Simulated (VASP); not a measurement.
# Pb (Fm-3m) in VASP: further runs

Pb is run at these levels: PBE; tasks: relaxation of cell and atoms, single point.

Everything below comes from runs of VASP 6.6.1. Logs are shortened: lines on timing, memory, paths and dates and some standing lists are left out, and cuts for length are marked.

### Step 1. The cell of the first run

Symmetry: Fm-3m, No. 225, cubic system. Conventional cell: a = 4.950 Å, b = 4.950 Å, c = 4.950 Å, α = 90.00°, β = 90.00°, γ = 90.00°. Within 4.6 Å of Pb (site symmetry m-3m) lie 12 Pb at 3.50 Å.

### Step 2. Relaxation of cell and atoms, PBE

INCAR reads:

```
SYSTEM = Pb
PREC = Accurate
ENCUT = 600
EDIFF = 1E-7
ISMEAR = -1
SIGMA = 0.1
LREAL = .FALSE.
LASPH = .TRUE.
NELM = 80
ALGO = Normal
ISIF = 3
LWAVE = .FALSE.
LCHARG = .FALSE.
GGA = PE
IBRION = 2
NSW = 80
EDIFFG = -0.01
```

KPOINTS reads:

```
regular mesh
0
G
  11 11 11
  0 0 0
```

POSCAR reads:

```
Pb
1.0
    0.0000000000      2.4752500000      2.4752500000
    2.4752500000      0.0000000000      2.4752500000
    2.4752500000      2.4752500000      0.0000000000
Pb
1
Direct
    0.0000000000      0.0000000000      0.0000000000
```

Potentials or basis: VASP PAW PBE potentials, release 64 (Pb_d).

On the command line:

```
cat potpaw_PBE.64/Pb_d/POTCAR > POTCAR
mpirun -np 1 vasp_std > vasp.out
```

OUTCAR:

```text
SYSTEM = Pb
   PREC = Accurate
   ENCUT = 600
   EDIFF = 1E-7
   ISMEAR = -1
   LREAL = .FALSE.
   LASPH = .TRUE.
   NELM = 80
   ISIF = 3
   GGA = PE
   IBRION = 2
   NSW = 80
   EDIFFG = -0.01

 ion  position               nearest neighbor table
   1  0.000  0.000  0.000-

  LATTYP: Found a face centered cubic cell.
 ALAT       =     4.9505000000

  Lattice vectors:

 A1 = (   0.0000000000,   2.4752500000,   2.4752500000)
 A2 = (   2.4752500000,   0.0000000000,   2.4752500000)
 A3 = (   2.4752500000,   2.4752500000,   0.0000000000)

Analysis of symmetry for initial positions (statically):
=====================================================================
 Subroutine PRICEL returns:
 Original cell was already a primitive cell.

 Routine SETGRP: Setting up the symmetry group for a
 face centered cubic supercell.

 Subroutine GETGRP returns: Found 48 space group operations
 (whereof 48 operations were pure point group operations)
 out of a pool of 48 trial point group operations.

The static configuration has the point symmetry O_h .

Analysis of symmetry for dynamics (positions and initial velocities):
=====================================================================
 Subroutine PRICEL returns:
 Original cell was already a primitive cell.

 Routine SETGRP: Setting up the symmetry group for a
 face centered cubic supercell.

 Subroutine GETGRP returns: Found 48 space group operations
 (whereof 48 operations were pure point group operations)
 out of a pool of 48 trial point group operations.

The dynamic configuration has the point symmetry O_h .

 Subroutine INISYM returns: Found 48 space group operations
 (whereof 48 operations are pure point group operations),
 and found     1 'primitive' translations

----------------------------------------------------------------------------------------

                                     Primitive cell

  volume of cell :      30.3310

  direct lattice vectors                    reciprocal lattice vectors
     0.000000000  2.475250000  2.475250000    -0.201999798  0.201999798  0.201999798
     2.475250000  0.000000000  2.475250000     0.201999798 -0.201999798  0.201999798
     2.475250000  2.475250000  0.000000000     0.201999798  0.201999798 -0.201999798

  length of vectors
     3.500532120  3.500532120  3.500532120     0.349873913  0.349873913  0.349873913

  position of ions in fractional coordinates (direct lattice)
     0.000000000  0.000000000  0.000000000

  ion indices of the primitive-cell ions
   primitive index   ion index
                 1           1

----------------------------------------------------------------------------------------

 KPOINTS: regular mesh

Automatic generation of k-mesh.
 Grid dimensions read from file:
 generate k-points for:   11   11   11

 Generating k-lattice:

  Cartesian coordinates                     Fractional coordinates (reciprocal lattice)
    -0.018363618  0.018363618  0.018363618     0.090909091  0.000000000  0.000000000
     0.018363618 -0.018363618  0.018363618     0.000000000  0.090909091  0.000000000
     0.018363618  0.018363618 -0.018363618     0.000000000  0.000000000  0.090909091

  Length of vectors
     0.031806719  0.031806719  0.031806719

  Shift w.r.t. Gamma in fractional coordinates (k-lattice)
     0.000000000  0.000000000  0.000000000

 Subroutine IBZKPT returns following result:
 ===========================================

 Found     56 irreducible k-points:

 Following reciprocal coordinates:
            Coordinates               Weight
  0.000000  0.000000  0.000000      1.000000
  0.090909  0.000000  0.000000      8.000000
  0.181818  0.000000  0.000000      8.000000
  0.272727  0.000000  0.000000      8.000000
  0.363636  0.000000  0.000000      8.000000
  0.454545  0.000000  0.000000      8.000000
[... 16 lines left out ...]
 -0.272727  0.181818  0.000000     24.000000
 -0.181818  0.181818  0.000000     12.000000
 [... further k-points ...]
   k-points           NKPTS =     56   k-points in BZ     NKDIM =     56   number of bands    NBANDS=     11
   number of dos      NEDOS =    301   number of ions     NIONS =      1
   total plane-waves  NPLWV =  21952
   dimension x,y,z NGX =    28 NGY =   28 NGZ =   28
   dimension x,y,z NGXF=    56 NGYF=   56 NGZF=   56
   ions per type =               1
   NGX,Y,Z   is equivalent  to a cutoff of  13.30, 13.30, 13.30 a.u.
   NGXF,Y,Z  is equivalent  to a cutoff of  26.60, 26.60, 26.60 a.u.
 SYSTEM =  Pb
   PREC   = accura    normal or accurate (medium, high low for compatibility)
   ISTART =      0    job   : 0-new  1-cont  2-samecut
   ICHARG =      2    charge: 1-file 2-atom 10-const
   ISPIN  =      1    spin polarized calculation?
   LNONCOLLINEAR =      F non collinear calculations
   LSORBIT =      F    spin-orbit coupling
   LASPH  =      T    aspherical Exc in radial PAW
   ENCUT  =  600.0 eV  44.10 Ry    6.64 a.u.   6.99  6.99  6.99*2*pi/ulx,y,z
   NELM   =     80;   NELMIN=  2; NELMDL= -5     # of ELM steps
   EDIFF  = 0.1E-06   stopping-criterion for ELM
   LREAL  =      F    real-space projection
   EDIFFG = -.1E-01   stopping-criterion for IOM
   NSW    =     80    number of steps for IOM
   IBRION =      2    ionic relax: 0-MD 1-quasi-New 2-CG
   NFREE  =      1    steps in history (QN), initial steepest desc. (CG)
   ISIF   =      3    stress and relaxation
   ISYM   =      2    0-nonsym 1-usesym 2-fastsym
   POTIM  = 0.5000    time-step for ionic-motion
   TEBEG  =    0.0;   TEEND  =   0.0 temperature during run
   PSTRESS=    0.0 pullay stress
   NELECT =      14.0000    total number of electrons
   NUPDOWN=      -1.0000    fix difference up-down
   EMIN   =  10.00;   EMAX   =-10.00  energy-range for DOS
   EFERMI =   0.00;   METHOD = LEGACY
   ISMEAR =    -1;   SIGMA  =   0.10  broadening in eV -4-tet -1-fermi 0-gaus
   EFERMI_NEDOS =   21; number of points for ismear=-14 and -15
   IALGO  =     38    algorithm
   IMIX   =      4    mixing-type and parameters
     AMIX     =   0.40;   BMIX     =  1.00
     AMIX_MAG =   1.60;   BMIX_MAG =  1.00
  volume/ion in A,a.u.               =      30.33       204.68
  Fermi-wavevector in a.u.,A,eV,Ry     =   1.265188  2.390859 21.778859  1.600701
  Thomas-Fermi vector in A             =   2.398454
   LORBIT       =      0    0 simple, 1 ext, 2 COOP (PROOUT), +10 PAW based schemes
   GGA     = PE    functional components
   LHFCALC =     F    Hartree Fock is set to
   AEXX    =    0.0000 exact exchange contribution
   IVDW    =     0    specifies the selected vdW correction
   LEPSILON=     F    determine dielectric tensor
   LRPA    =     F    only Hartree local field effects (RPA)
 conjugate gradient relaxation of ions
 non-spin polarized calculation
  energy-cutoff  :      600.00
  volume of cell :       30.33
 maximum number of plane-waves:      1028
   NGX = 13   NGY = 13   NGZ = 13

--------------------------------------- Ionic step        1  -------------------------------------------

 number of electron      13.9999999 magnetization

 Free energy of the ion-electron system (eV)
  ---------------------------------------------------
  ext. energy  EPLUGINS =         0.00000000
  ---------------------------------------------------
  free energy    TOTEN  =        -3.56196888 eV

  energy without entropy =       -3.54793773  energy(sigma->0) =       -3.55495330

 E-fermi :   7.3298     XC(G=0): -10.1840

 val. band max:        7.1364431360   @ k =  -0.4545   0.3636   0.0000
 cond. band min:       7.3411198130   @ k =   0.3636   0.2727   0.0000
 fundamental gap:      0.2046766770
 Fermi energy:         7.3297792662

 k-point     1 :       0.0000    0.0000    0.0000
  band No.  band energies     occupation
      1      -9.7968      2.00000
      2      -9.7968      2.00000
      3      -9.7968      2.00000
      4      -9.6573      2.00000
      5      -9.6573      2.00000
      6      -4.4746      2.00000
      7      14.6937      0.00000
      8      14.6937      0.00000
      9      14.6937      0.00000
     10      17.0420      0.00000
     11      18.6159      0.00000

 k-point     2 :       0.0909    0.0000    0.0000
  band No.  band energies     occupation
      1      -9.7971      2.00000
      2      -9.7852      2.00000
      3      -9.7852      2.00000
      4      -9.6578      2.00000
      5      -9.6578      2.00000
      6      -4.3155      2.00000
      7      12.9395      0.00000
      8      14.4985      0.00000
      9      14.4985      0.00000
     10      16.7310      0.00000
     11      19.3565      0.00000

 k-point     3 :       0.1818    0.0000    0.0000
  band No.  band energies     occupation
      1      -9.7998      2.00000
      2      -9.7647      2.00000
      3      -9.7647      2.00000
      4      -9.6483      2.00000
      5      -9.6483      2.00000
      6      -3.8381      2.00000
      7      10.1035      0.00000
      8      14.0421      0.00000
      9      14.0421      0.00000
     10      16.4043      0.00000
     11      19.6893      0.00000
[... 342 lines left out ...]
 VOLUME and BASIS-vectors are now :
 -----------------------------------------------------------------------------
  energy-cutoff  :      600.00
  volume of cell :       32.24
      direct lattice vectors                 reciprocal lattice vectors
     0.000000000  2.526134665  2.526134665    -0.197930857  0.197930857  0.197930857
     2.526134665 -0.000000000  2.526134665     0.197930857 -0.197930857  0.197930857
     2.526134665  2.526134665  0.000000000     0.197930857  0.197930857 -0.197930857

 POSITION                                       TOTAL-FORCE (eV/Angst)
 -----------------------------------------------------------------------------------
      2.52613      5.05227      2.52613         0.000000     -0.000000     -0.000000
 -----------------------------------------------------------------------------------
    total drift:                                0.000000      0.000000      0.000000

  FREE ENERGIE OF THE ION-ELECTRON SYSTEM (eV)
  ---------------------------------------------------
  free  energy   TOTEN  =        -3.5720301170 eV

  energy  without entropy=       -3.5557795084  energy(sigma->0) =       -3.56390481

--------------------------------------- Ionic step        3  -------------------------------------------

 number of electron      14.0000003 magnetization

 Free energy of the ion-electron system (eV)
  ---------------------------------------------------
  ext. energy  EPLUGINS =         0.00000000
  ---------------------------------------------------
  free energy    TOTEN  =        -3.57246637 eV

  energy without entropy =       -3.55660993  energy(sigma->0) =       -3.56453815

 E-fermi :   6.7598     XC(G=0):  -9.9445

 val. band max:        6.6889869153   @ k =   0.3636   0.2727   0.0000
 cond. band min:       6.7797914747   @ k =   0.2727   0.0000   0.0000
 fundamental gap:      0.0908045594
 Fermi energy:         6.7598152596

 k-point     1 :       0.0000    0.0000    0.0000
  band No.  band energies     occupation
      1     -10.3142      2.00000
      2     -10.3142      2.00000
      3     -10.3142      2.00000
      4     -10.1950      2.00000
      5     -10.1950      2.00000
      6      -4.6941      2.00000
      7      13.7507      0.00000
      8      13.7507      0.00000
      9      13.7507      0.00000
     10      16.4550      0.00000
     11      17.4280      0.00000

 k-point     2 :       0.0909    0.0000    0.0000
  band No.  band energies     occupation
      1     -10.3142      2.00000
      2     -10.3042      2.00000
      3     -10.3042      2.00000
      4     -10.1954      2.00000
      5     -10.1954      2.00000
      6      -4.5433      2.00000
      7      12.0786      0.00000
      8      13.5669      0.00000
      9      13.5669      0.00000
     10      16.0768      0.00000
     11      18.2464      0.00000

 k-point     3 :       0.1818    0.0000    0.0000
  band No.  band energies     occupation
      1     -10.3155      2.00000
      2     -10.2866      2.00000
      3     -10.2866      2.00000
      4     -10.1869      2.00000
      5     -10.1869      2.00000
      6      -4.0925      2.00000
      7       9.3754      0.00000
      8      13.1372      0.00000
      9      13.1372      0.00000
     10      15.6697      0.00000
     11      18.9093      0.00000
[... 307 lines left out ...]
 VOLUME and BASIS-vectors are now :
 -----------------------------------------------------------------------------
  energy-cutoff  :      600.00
  volume of cell :       31.90
      direct lattice vectors                 reciprocal lattice vectors
     0.000000000  2.517139305  2.517139305    -0.198638192  0.198638192  0.198638192
     2.517139305 -0.000000000  2.517139305     0.198638192 -0.198638192  0.198638192
     2.517139305  2.517139305  0.000000000     0.198638192  0.198638192 -0.198638192

 POSITION                                       TOTAL-FORCE (eV/Angst)
 -----------------------------------------------------------------------------------
      0.00000     -0.00000      0.00000         0.000000      0.000000     -0.000000
 -----------------------------------------------------------------------------------
    total drift:                               -0.000000     -0.000000     -0.000000

  FREE ENERGIE OF THE ION-ELECTRON SYSTEM (eV)
  ---------------------------------------------------
  free  energy   TOTEN  =        -3.5724663715 eV

  energy  without entropy=       -3.5566099346  energy(sigma->0) =       -3.56453815

 reached required accuracy - stopping structural energy minimisation
```

It took 35 s on 1 thread of Intel Xeon 6975P-C, shared host; peak memory 0.18 GiB.

What came out:

```
Free energy                            : -3.5725 eV
Relaxed volume                         : 31.90 Å³/atom
Relaxed cell                           : a = 3.560 Å, b = 3.560 Å, c = 3.560 Å, α = 60.00°, β = 60.00°, γ = 60.00°
Space group after relaxing (to 0.05 Å) : Fm-3m (No. 225)
Energy gained by relaxing              : 10.5 meV/atom
Ionic steps                            : 3
Pressure after relaxing                : 0.0 GPa
Band gap on the k mesh                 : zero (band 7 reaches 13.75 eV, above the bottom of band 8 at 5.38 eV)
```

The path:
```csv
step,energy change (eV),largest force (eV/Å),pressure (GPa),volume (Å³)
1,0.0000,0.0000,2.25,30.33
2,-0.0101,0.0000,-0.41,32.24
3,-0.0105,0.0000,0.00,31.90
```

Final structure:
```
CELL_PARAMETERS angstrom
0.00000 2.51714 2.51714
2.51714 0.00000 2.51714
2.51714 2.51714 0.00000
ATOMIC_POSITIONS crystal
Pb 0.00000 0.00000 0.00000
```

Levels at points of the mesh, in eV from the Fermi level:
| k point | band 5 | band 6 | band 7 | band 8 | band 9 | band 10 |
| --- | --- | --- | --- | --- | --- | --- |
| (0.00, 0.00, 0.00) | -16.95 | -11.45 | 6.99 | 6.99 | 6.99 | 9.70 |

Caveat: spin-orbit coupling is left out, which moves the levels of the heavy elements. Zero-point motion and thermal expansion aren't in these numbers.

[end of part 1 of 2]
